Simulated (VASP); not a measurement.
# Ca (Im-3m) in VASP: a series of runs

The runs below take Ca through single point, with RPBE.

Everything below comes from runs of VASP 6.6.1. Logs are shortened: lines on timing, memory, paths and dates and some standing lists are left out, and cuts for length are marked.

**1. The cell of the first run**

It takes space group Im-3m (No. 229, cubic). The conventional cell has a = 4.277 Å, b = 4.277 Å, c = 4.277 Å, α = 90.00°, β = 90.00°, γ = 90.00°. Ca (site symmetry m-3m) has 14 Ca at 3.70 to 4.28 Å within 4.9 Å.

**2. Single point, RPBE (volume scaled by 0.88)**

The input, INCAR:

```
ALGO = Normal ; EDIFF = 1E-6
ENCUT = 520 ; GGA = RP
ISIF = 2 ; ISMEAR = -1
LASPH = True ; LCHARG = False
LREAL = False ; LWAVE = False
NBANDS = 11 ; NELM = 100
PREC = Accurate ; SIGMA = 0.1
```

The input, KPOINTS:

```
k-points
0
Gamma
  11 11 11
```

The input, POSCAR:

```
Ca
1.0
   -2.1386418961      2.1386418961      2.1386418961
    2.1386418961     -2.1386418961      2.1386418961
    2.1386418961      2.1386418961     -2.1386418961
Ca
1
Direct
    0.0000000000      0.0000000000      0.0000000000
```

Potentials or basis: VASP PAW PBE potentials, release 64 (Ca_sv).

On the command line:

```sh
> cat potpaw_PBE.64/Ca_sv/POTCAR > POTCAR
> mpirun -np 1 vasp_std > vasp.out
```

OUTCAR:

```text
EDIFF = 1E-6
   ENCUT = 520
   GGA = RP
   ISIF = 2
   ISMEAR = -1
   LASPH = True
   LREAL = False
   NELM = 100
   PREC = Accurate

 ion  position               nearest neighbor table
   1  0.000  0.000  0.000-

  LATTYP: Found a body centered cubic cell.
 ALAT       =     4.2772837922

  Lattice vectors:

 A1 = (  -2.1386418961,   2.1386418961,   2.1386418961)
 A2 = (   2.1386418961,  -2.1386418961,   2.1386418961)
 A3 = (   2.1386418961,   2.1386418961,  -2.1386418961)

Analysis of symmetry for initial positions (statically):
=====================================================================
 Subroutine PRICEL returns:
 Original cell was already a primitive cell.

 Routine SETGRP: Setting up the symmetry group for a
 body centered cubic supercell.

 Subroutine GETGRP returns: Found 48 space group operations
 (whereof 48 operations were pure point group operations)
 out of a pool of 48 trial point group operations.

The static configuration has the point symmetry O_h .

Analysis of symmetry for dynamics (positions and initial velocities):
=====================================================================
 Subroutine PRICEL returns:
 Original cell was already a primitive cell.

 Routine SETGRP: Setting up the symmetry group for a
 body centered cubic supercell.

 Subroutine GETGRP returns: Found 48 space group operations
 (whereof 48 operations were pure point group operations)
 out of a pool of 48 trial point group operations.

The dynamic configuration has the point symmetry O_h .

 Subroutine INISYM returns: Found 48 space group operations
 (whereof 48 operations are pure point group operations),
 and found     1 'primitive' translations

----------------------------------------------------------------------------------------

                                     Primitive cell

  volume of cell :      39.1268

  direct lattice vectors                    reciprocal lattice vectors
    -2.138641896  2.138641896  2.138641896     0.000000000  0.233793232  0.233793232
     2.138641896 -2.138641896  2.138641896     0.233793232  0.000000000  0.233793232
     2.138641896  2.138641896 -2.138641896     0.233793232  0.233793232  0.000000000

  length of vectors
     3.704236423  3.704236423  3.704236423     0.330633559  0.330633559  0.330633559

  position of ions in fractional coordinates (direct lattice)
     0.000000000  0.000000000  0.000000000

  ion indices of the primitive-cell ions
   primitive index   ion index
                 1           1

----------------------------------------------------------------------------------------

 KPOINTS: k-points

Automatic generation of k-mesh.
 Grid dimensions read from file:
 generate k-points for:   11   11   11

 Generating k-lattice:

  Cartesian coordinates                     Fractional coordinates (reciprocal lattice)
     0.000000000  0.021253930  0.021253930     0.090909091  0.000000000  0.000000000
     0.021253930  0.000000000  0.021253930     0.000000000  0.090909091  0.000000000
     0.021253930  0.021253930  0.000000000     0.000000000  0.000000000  0.090909091

  Length of vectors
     0.030057596  0.030057596  0.030057596

  Shift w.r.t. Gamma in fractional coordinates (k-lattice)
     0.000000000  0.000000000  0.000000000

 Subroutine IBZKPT returns following result:
 ===========================================

 Found     56 irreducible k-points:

 Following reciprocal coordinates:
            Coordinates               Weight
  0.000000  0.000000  0.000000      1.000000
  0.090909  0.000000  0.000000     12.000000
  0.181818  0.000000  0.000000     12.000000
  0.272727  0.000000  0.000000     12.000000
  0.363636  0.000000  0.000000     12.000000
  0.454545  0.000000  0.000000     12.000000
[... 16 lines left out ...]
  0.272727  0.181818  0.090909     48.000000
  0.363636  0.181818  0.090909     24.000000
 [... further k-points ...]
   k-points           NKPTS =     56   k-points in BZ     NKDIM =     56   number of bands    NBANDS=     11
   number of dos      NEDOS =    301   number of ions     NIONS =      1
   total plane-waves  NPLWV =  21952
   dimension x,y,z NGX =    28 NGY =   28 NGZ =   28
   dimension x,y,z NGXF=    56 NGYF=   56 NGZF=   56
   ions per type =               1
   NGX,Y,Z   is equivalent  to a cutoff of  12.57, 12.57, 12.57 a.u.
   NGXF,Y,Z  is equivalent  to a cutoff of  25.13, 25.13, 25.13 a.u.
 SYSTEM =  unknown system
   PREC   = accura    normal or accurate (medium, high low for compatibility)
   ISTART =      0    job   : 0-new  1-cont  2-samecut
   ICHARG =      2    charge: 1-file 2-atom 10-const
   ISPIN  =      1    spin polarized calculation?
   LNONCOLLINEAR =      F non collinear calculations
   LSORBIT =      F    spin-orbit coupling
   LASPH  =      T    aspherical Exc in radial PAW
   ENCUT  =  520.0 eV  38.22 Ry    6.18 a.u.   6.89  6.89  6.89*2*pi/ulx,y,z
   NELM   =    100;   NELMIN=  2; NELMDL= -5     # of ELM steps
   EDIFF  = 0.1E-05   stopping-criterion for ELM
   LREAL  =      F    real-space projection
   EDIFFG = 0.1E-04   stopping-criterion for IOM
   NSW    =      0    number of steps for IOM
   IBRION =     -1    ionic relax: 0-MD 1-quasi-New 2-CG
   NFREE  =      0    steps in history (QN), initial steepest desc. (CG)
   ISIF   =      2    stress and relaxation
   ISYM   =      2    0-nonsym 1-usesym 2-fastsym
   POTIM  = 0.5000    time-step for ionic-motion
   TEBEG  =    0.0;   TEEND  =   0.0 temperature during run
   PSTRESS=    0.0 pullay stress
   NELECT =      10.0000    total number of electrons
   NUPDOWN=      -1.0000    fix difference up-down
   EMIN   =  10.00;   EMAX   =-10.00  energy-range for DOS
   EFERMI =   0.00;   METHOD = LEGACY
   ISMEAR =    -1;   SIGMA  =   0.10  broadening in eV -4-tet -1-fermi 0-gaus
   EFERMI_NEDOS =   21; number of points for ismear=-14 and -15
   IALGO  =     38    algorithm
   IMIX   =      4    mixing-type and parameters
     AMIX     =   0.40;   BMIX     =  1.00
     AMIX_MAG =   1.60;   BMIX_MAG =  1.00
  volume/ion in A,a.u.               =      39.13       264.04
  Fermi-wavevector in a.u.,A,eV,Ry     =   1.038923  1.963280 14.685603  1.079361
  Thomas-Fermi vector in A             =   2.173430
   LORBIT       =      0    0 simple, 1 ext, 2 COOP (PROOUT), +10 PAW based schemes
   GGA     = RP    functional components
   LHFCALC =     F    Hartree Fock is set to
   AEXX    =    0.0000 exact exchange contribution
   IVDW    =     0    specifies the selected vdW correction
   LEPSILON=     F    determine dielectric tensor
   LRPA    =     F    only Hartree local field effects (RPA)
 non-spin polarized calculation
  energy-cutoff  :      520.00
  volume of cell :       39.13
 maximum number of plane-waves:      1063
   NGX = 13   NGY = 13   NGZ = 13

 number of electron      10.0000000 magnetization

 number of electron       9.9999998 magnetization

 Free energy of the ion-electron system (eV)
  ---------------------------------------------------
  ext. energy  EPLUGINS =         0.00000000
  ---------------------------------------------------
  free energy    TOTEN  =        -1.71389621 eV

  energy without entropy =       -1.66621907  energy(sigma->0) =       -1.69005764

 E-fermi :   2.4101     XC(G=0):  -7.8423

 val. band max:        2.4042775249   @ k =   0.3636   0.2727   0.0000
 cond. band min:       2.4216051055   @ k =  -0.4545  -0.4545   0.1818
 fundamental gap:      0.0173275807
 Fermi energy:         2.4101229314

 k-point     1 :       0.0000    0.0000    0.0000
  band No.  band energies     occupation
      1     -39.5601      2.00000
      2     -20.4060      2.00000
      3     -20.4060      2.00000
      4     -20.4060      2.00000
      5      -1.7670      2.00000
      6       4.8951      0.00000
      7       4.8951      0.00000
      8       4.8951      0.00000
      9       6.0181      0.00000
     10       6.0181      0.00000
     11      12.9758      0.00000

 k-point     2 :       0.0909    0.0000    0.0000
  band No.  band energies     occupation
      1     -39.5584      2.00000
      2     -20.4207      2.00000
      3     -20.4108      2.00000
      4     -20.4060      2.00000
      5      -1.6082      2.00000
      6       4.7924      0.00000
      7       4.8258      0.00000
      8       5.0180      0.00000
      9       5.9006      0.00000
     10       6.0207      0.00000
     11      12.8303      0.00000

 k-point     3 :       0.1818    0.0000    0.0000
  band No.  band energies     occupation
      1     -39.5540      2.00000
      2     -20.4600      2.00000
      3     -20.4236      2.00000
      4     -20.4060      2.00000
      5      -1.1464      2.00000
      6       4.4973      0.00000
      7       4.5372      0.00000
      8       5.3747      0.00000
      9       5.7875      0.00000
     10       6.0433      0.00000
     11      11.9496      0.00000

 k-point     4 :       0.2727    0.0000    0.0000
  band No.  band energies     occupation
      1     -39.5483      2.00000
      2     -20.5107      2.00000
      3     -20.4404      2.00000
      4     -20.4061      2.00000
      5      -0.4281      2.00000
      6       3.9118      0.00000
      7       4.2389      0.00000
      8       5.8521      0.00000
      9       5.9246      0.00000
     10       6.1115      0.00000
     11      10.4754      0.00000

 k-point     5 :       0.3636    0.0000    0.0000
  band No.  band energies     occupation
      1     -39.5430      2.00000
      2     -20.5567      2.00000
      3     -20.4557      2.00000
      4     -20.4062      2.00000
      5       0.4574      2.00000
      6       3.2553      0.00043
      7       3.9924      0.00000
      8       5.9423      0.00000
      9       6.2222      0.00000
     10       6.5710      0.00000
     11       9.1595      0.00000

 k-point     6 :       0.4545    0.0000    0.0000
  band No.  band energies     occupation
      1     -39.5398      2.00000
      2     -20.5838      2.00000
      3     -20.4648      2.00000
      4     -20.4062      2.00000
      5       1.3135      1.99997
      6       2.6162      0.22602
      7       3.8560      0.00000
      8       5.9490      0.00000
      9       6.3178      0.00000
     10       7.0827      0.00000
     11       8.4264      0.00000

 k-point     7 :       0.0909    0.0909    0.0000
  band No.  band energies     occupation
      1     -39.5554      2.00000
      2     -20.4478      2.00000
      3     -20.4160      2.00000
      4     -20.4096      2.00000
      5      -1.2976      2.00000
      6       4.6172      0.00000
      7       4.6216      0.00000
      8       5.2646      0.00000
      9       5.7469      0.00000
     10       6.0713      0.00000
     11      12.4384      0.00000

 k-point     8 :       0.1818    0.0909    0.0000
  band No.  band energies     occupation
      1     -39.5503      2.00000
      2     -20.4908      2.00000
      3     -20.4314      2.00000
      4     -20.4111      2.00000
      5      -0.7055      2.00000
      6       4.1698      0.00000
      7       4.3289      0.00000
      8       5.6985      0.00000
      9       5.7278      0.00000
     10       6.1579      0.00000
     11      11.2356      0.00000
[... 141 lines left out ...]
 k-point    19 :       0.2727    0.0909    0.0909
  band No.  band energies     occupation
      1     -39.5421      2.00000
      2     -20.5536      2.00000
      3     -20.4580      2.00000
      4     -20.4192      2.00000
      5       0.7243      2.00000
      6       3.2330      0.00053
      7       3.7306      0.00000
      8       6.0458      0.00000
      9       6.2575      0.00000
     10       6.8558      0.00000
     11       8.9625      0.00000

 k-point    20 :       0.3636    0.0909    0.0909
  band No.  band energies     occupation
      1     -39.5394      2.00000
      2     -20.5702      2.00000
      3     -20.4724      2.00000
      4     -20.4198      2.00000
      5       1.5872      1.99947
      6       2.6485      0.16891
      7       3.6105      0.00001
      8       6.0601      0.00000
      9       6.3363      0.00000
     10       7.3332      0.00000
     11       8.1185      0.00000

 k-point    21 :      -0.0909    0.0909    0.0909
  band No.  band energies     occupation
      1     -39.5568      2.00000
      2     -20.4252      2.00000
      3     -20.4157      2.00000
      4     -20.4157      2.00000
      5      -1.4515      2.00000
      6       4.8041      0.00000
      7       4.8041      0.00000
      8       5.0331      0.00000
      9       5.6093      0.00000
     10       6.1533      0.00000
     11      12.6312      0.00000

 k-point    22 :       0.1818    0.1818    0.0909
  band No.  band energies     occupation
      1     -39.5427      2.00000
      2     -20.5455      2.00000
      3     -20.4508      2.00000
      4     -20.4288      2.00000
      5       0.6246      2.00000
      6       3.4164      0.00009
      7       3.6157      0.00001
      8       6.0687      0.00000
      9       6.2497      0.00000
     10       6.8451      0.00000
     11       9.2647      0.00000

 k-point    23 :       0.2727    0.1818    0.0909
  band No.  band energies     occupation
      1     -39.5396      2.00000
      2     -20.5539      2.00000
      3     -20.4748      2.00000
      4     -20.4329      2.00000
      5       1.4998      1.99978
      6       2.9723      0.00721
      7       3.4081      0.00009
      8       6.1429      0.00000
      9       6.3198      0.00000
     10       7.4215      0.00000
     11       8.0647      0.00000

 k-point    24 :       0.3636    0.1818    0.0909
  band No.  band energies     occupation
      1     -39.5385      2.00000
      2     -20.5540      2.00000
      3     -20.4871      2.00000
      4     -20.4340      2.00000
      5       2.1646      1.84187
      6       2.5166      0.51279
      7       3.3378      0.00019
      8       6.1505      0.00000
      9       6.3513      0.00000
     10       7.5888      0.00000
     11       7.7235      0.00000

 [... further k-points ...]
[... 5 lines left out ...]
  --------------------------------------------------------------------------------------
  -------------------------------------------------------------------------------------
  Total        0.6142165      0.6142165      0.6142165      0.0000000     -0.0000000     -0.0000000
  in kB       25.1511512     25.1511512     25.1511512      0.0000000     -0.0000000     -0.0000000
  external PRESSURE =      25.1511512 kB  Pullay stress =       0.0000000 kB

 VOLUME and BASIS-vectors are now :
 -----------------------------------------------------------------------------
  energy-cutoff  :      520.00
  volume of cell :       39.13
      direct lattice vectors                 reciprocal lattice vectors
    -2.138641896  2.138641896  2.138641896     0.000000000  0.233793232  0.233793232
     2.138641896 -2.138641896  2.138641896     0.233793232  0.000000000  0.233793232
     2.138641896  2.138641896 -2.138641896     0.233793232  0.233793232  0.000000000

 POSITION                                       TOTAL-FORCE (eV/Angst)
 -----------------------------------------------------------------------------------
      0.00000      0.00000      0.00000        -0.000000     -0.000000      0.000000
 -----------------------------------------------------------------------------------
    total drift:                                0.000000     -0.000000     -0.000000

  FREE ENERGIE OF THE ION-ELECTRON SYSTEM (eV)
  ---------------------------------------------------
  free  energy   TOTEN  =        -1.7138962073 eV

  energy  without entropy=       -1.6662190728  energy(sigma->0) =       -1.69005764
```

Wall time 8.2 s (1 thread of Intel Xeon 6975P-C (Granite Rapids), shared host); peak memory 0.16 GiB.

Results:

| Property | Result |
| --- | --- |
| Free energy | -1.7139 eV |
| Pressure | 2.5 GPa |
| Band gap on the k mesh | zero (band 5 reaches 2.72 eV, above the bottom of band 6 at 2.42 eV) |

Levels at points of the mesh, in eV from the Fermi level:
| k point | band 1 | band 2 | band 3 | band 4 | band 5 | band 6 | band 7 | band 8 | band 9 | band 10 |
| --- | --- | --- | --- | --- | --- | --- | --- | --- | --- | --- |
| (0.00, 0.00, 0.00) | -41.97 | -22.82 | -22.82 | -22.82 | -4.18 | 2.48 | 2.48 | 2.48 | 3.61 | 3.61 |

Caveat: the cell differs from its parent crystal (volume scaled by 0.88); the PAW data sets were made with another functional, which shifts forces and pressure a little.

**3. Single point, RPBE**

This run uses another cell than the first one, of 44.46 Å³/atom, 1.136 times its volume.

The input, INCAR:

```
SYSTEM = Ca
PREC = Accurate ; ENCUT = 520
EDIFF = 1E-6 ; ISMEAR = -1
SIGMA = 0.1 ; LREAL = .False.
LASPH = .True. ; NELM = 100
ALGO = Normal ; ISIF = 2
LWAVE = .False. ; LCHARG = .False.
GGA = RP ; NBANDS = 11
```

The input, KPOINTS:

```
Automatic mesh
0
Gamma
  11 11 11
  0 0 0
```

The input, POSCAR:

```
Ca
1.0
   -2.2317412791      2.2317412791      2.2317412791
    2.2317412791     -2.2317412791      2.2317412791
    2.2317412791      2.2317412791     -2.2317412791
Ca
1
Direct
    0.0000000000      0.0000000000      0.0000000000
```

Potentials or basis: VASP PAW PBE potentials, release 64 (Ca_sv).

On the command line:

```sh
> cat potpaw_PBE.64/Ca_sv/POTCAR > POTCAR
> mpirun -np 1 vasp_std > vasp.out
```

Wall time 11 s (1 thread of Intel Xeon 6975P-C (Granite Rapids), shared host); peak memory 0.17 GiB.

Results (log left out):

```yaml
Free_energy: -1.7535 eV
Pressure: 0.0 GPa
Band_gap_on_the_k_mesh: zero (band 5 reaches 2.18 eV, above the bottom of band 6 at 1.83 eV)
```

Levels at points of the mesh, in eV from the Fermi level:
```tsv
k point	band 1	band 2	band 3	band 4	band 5	band 6	band 7	band 8	band 9	band 10
(0.00, 0.00, 0.00)	-42.28	-23.14	-23.14	-23.14	-3.94	2.30	2.30	2.30	3.29	3.29
```

Caveat: the PAW data sets were made with another functional, which shifts forces and pressure a little.

[end of part 1 of 2]
